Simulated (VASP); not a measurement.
Here is a VASP 6.6.1 calculation.

The input INCAR:

```
SYSTEM = NaCl
PREC = Accurate
ENCUT = 500
EDIFF = 1E-7
ISMEAR = 0
SIGMA = 0.02
LREAL = .False.
LASPH = .True.
NELM = 120
ALGO = Normal
ISIF = 3
LWAVE = .False.
LCHARG = .False.
IBRION = 2
NSW = 100
EDIFFG = -0.002
GGA_COMPAT = .False.
NELMIN = 4
```

The input KPOINTS:

```
regular mesh
0
Gamma
  6 6 6
  0 0 0
```

Contents of POSCAR:

```
NaCl
1.0
    0.0000000000      2.7321020083      2.7321020083
    2.7321020083      0.0000000000      2.7321020083
    2.7321020083      2.7321020083      0.0000000000
Na Cl
1 1
Direct
    0.0000000000      0.0000000000      0.0000000000
    0.5000000000      0.5000000000      0.5000000000
```

Potentials or basis: VASP PAW LDA potentials, release 64 (Na_pv, Cl).

Run with:

```sh
$ cat potpaw_LDA.64/Na_pv/POTCAR potpaw_LDA.64/Cl/POTCAR > POTCAR
$ mpirun -np 1 vasp_std > vasp.out
```

Task: What does it give for the relaxed cell?

Result: a = 3.863 Å, b = 3.863 Å, c = 3.863 Å, α = 60.00°, β = 60.00°, γ = 60.00°.

Task: Predict the space group after relaxing (to 0.05 Å).

Result: Fm-3m (No. 225).

Task: Predict the band gap on the k mesh.

Result: 5.08 eV, direct.

Final structure:
```
Na Cl
1.0
     0.00000    2.73162    2.73162
     2.73162    0.00000    2.73162
     2.73162    2.73162    0.00000
Na Cl
1 1
Direct
  0.00000 0.00000 0.00000
  0.50000 0.50000 0.50000
```

A hybrid or GW would open this gap; LDA tends to underestimate it.
